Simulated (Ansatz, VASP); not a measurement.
# Two plane-wave programs on Ga2Mo

INCAR

```
ALGO     = Fast           # electronic algorithm
EDIFF    = 1E-6           # SCF threshold, eV
EDIFFG   = -0.01          # ionic threshold
ENCUT    = 600            # plane-wave cutoff, eV
GGA      = PE             # functional
IBRION   = 2              # ionic algorithm
ISIF     = 3              # what is computed and relaxed
ISMEAR   = 0              # smearing method
LASPH    = T              # aspherical terms in the spheres
LCHARG   = F              # write CHGCAR
LREAL    = F              # projectors in reciprocal space
LWAVE    = F              # write WAVECAR
NELM     = 60             # most SCF steps
NSW      = 100            # ionic steps
PREC     = Accurate       # precision mode
SIGMA    = 0.1            # smearing width, eV
```

File KPOINTS:

```
k-points
0
Gamma
  12 12 18
```

File POSCAR:

```
Ga2Mo
1.0
    4.4789591768      0.0000000000      0.0000000000
   -2.2394795884      3.8788924296      0.0000000000
    0.0000000000      0.0000000000      2.6538949674
Ga Mo
2 1
Direct
    0.3333333333      0.6666666667      0.5000000000
    0.6666666667      0.3333333333      0.5000000000
    0.0000000000      0.0000000000      0.0000000000
```

Input for Ansatz:

```yaml
crystal:
  lattice:
    - [4.4789591768, 0.0, 0.0]
    - [-2.2394795884, 3.8788924296, 0.0]
    - [0.0, 0.0, 2.6538949674]
  atoms:
    - { symbol: Ga, position: [0.3333333333, 0.6666666667, 0.5] }
    - { symbol: Ga, position: [0.6666666667, 0.3333333333, 0.5] }
    - { symbol: Mo, position: [0.0, 0.0, 0.0] }
basis:
  ecutwfc: 420
kpoints:
  mp_grid: { grid: [12, 12, 18] }
hamiltonian:
  xc: pbe
scf:
  occupations: { method: gaussian, width: 0.1 }
output:
  forces: true
  stress: true
  eigenvalues: true
relax:
  adjacent_minimum: "off"
  f_tol: 0.01
  max_steps: 80
  cell: { stress_tol: 0.05 }
```

Alike in both runs: task relaxation of cell and atoms; functional PBE; k mesh 12 × 12 × 18; occupations gaussian, width 0.1 eV; no spin polarisation.

```csv
,VASP,Ansatz
version,VASP 6.6.1,Ansatz 0.2.0
potentials or method,"VASP PAW PBE potentials, release 64 (Ga_d, Mo_sv), cutoff 600 eV","scalar-relativistic, plane waves, PAW"
valence electrons in the cell,40,40
```

```csv
,VASP,Ansatz,Ansatz less VASP
"gap on the k mesh at the Fermi level, each at its own relaxed structure (eV)",none,none,-
relaxed volume (Å³/atom),15.37,15.34,-0.031
relaxed cell length with the largest relative difference (Å),4.464,4.460,-0.0036
```

A gap of «none» marks a metal or a gap that the smearing closes.
